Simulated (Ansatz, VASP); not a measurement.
**Two plane-wave programs on Al2Cu**

```xyz
3
Lattice="4.2107 0.0000 0.0000 0.0000 4.2107 0.0000 0.0000 0.0000 2.9369" Properties=species:S:1:pos:R:3 pbc="T T T"
Al    2.1053    0.0000    1.4684
Al    0.0000    2.1053    1.4684
Cu    0.0000    0.0000    0.0000
```

Change from the starting cell: strain +0.030 along x and y, +0.030 along z, atoms carried along.

Alike in both runs: task single point; functional r2SCAN; k mesh 12 × 12 × 16; occupations gaussian, width 0.15 eV; no spin polarisation.

```csv
,VASP,Ansatz
version,VASP 6.6.1,Ansatz 0.2.0
potentials or method,"VASP PAW PBE potentials, release 64 (Al, Cu), cutoff 520 eV","scalar-relativistic, plane waves, PAW"
valence electrons in the cell,17,25
```

|  | VASP | Ansatz | Ansatz less VASP |
| --- | --- | --- | --- |
| gap on the k mesh at the Fermi level (eV) | none | none | - |
| pressure (GPa) | -7.3 | -7.3 | +0.02 |
| traceless stress, the component that is largest in VASP (GPa) | -0.66 | -0.66 | -0.002 |

VASP's potentials were made for PBE, not for r2SCAN. A gap of «none» marks a metal or a gap that the smearing closes. The functional is the same, so the differences come from potentials, cutoffs and numerics. VASP's potentials hold 17 valence electrons a cell and Ansatz's 25, so a difference there can come from the potentials and not from the codes.
